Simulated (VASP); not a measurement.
Crystal: SrVO3.

```
Sr V O
1.0
     3.84250    0.00000    0.00000
     0.00000    3.84250    0.00000
     0.00000    0.00000    3.84250
Sr V O
1 1 3
Direct
  0.00000 0.00000 0.00000
  0.50000 0.50000 0.50000
  0.50000 0.00000 0.50000
  0.00000 0.50000 0.50000
  0.50000 0.50000 0.00000
```

Base run:

* Program: VASP 6.6.1
* Functional: PBE
* Potentials or basis: VASP PAW PBE potentials, release 64 (Sr_sv, V_sv, O_h)
* Cutoff: 910 eV
* k mesh: 5 × 5 × 5
* Occupations: fermi-dirac, width 0.1 eV
* Spin: collinear spin, ferromagnetic start
* Starting moments: [0.0, 1.42, 0.0, 0.0, 0.0] μB
* Fixed moment: 1.42 μB
* Hubbard terms: V d U = 6.2 eV

Its results: pressure 13.8 GPa; site moments Sr -0.00; V +1.39; O -0.01 μB.

The run is repeated on the same cell with these changes: fixed moment from 1.42 μB to 0.47 μB; moments at the start from [0.0, 1.42, 0.0, 0.0, 0.0] to [0.0, 0.47, 0.0, 0.0, 0.0]. What comes out?

Pressure 9.1 GPa; site moments Sr -0.00; V +0.60; O -0.03 μB.

Caveats: the cutoff is under 1.25 times the usual one of these potentials, so pressure, stress and relaxed cells hold a basis-set (Pulay) error; the cell stands under pressure; the total moment is fixed, so each spin has its own Fermi level.
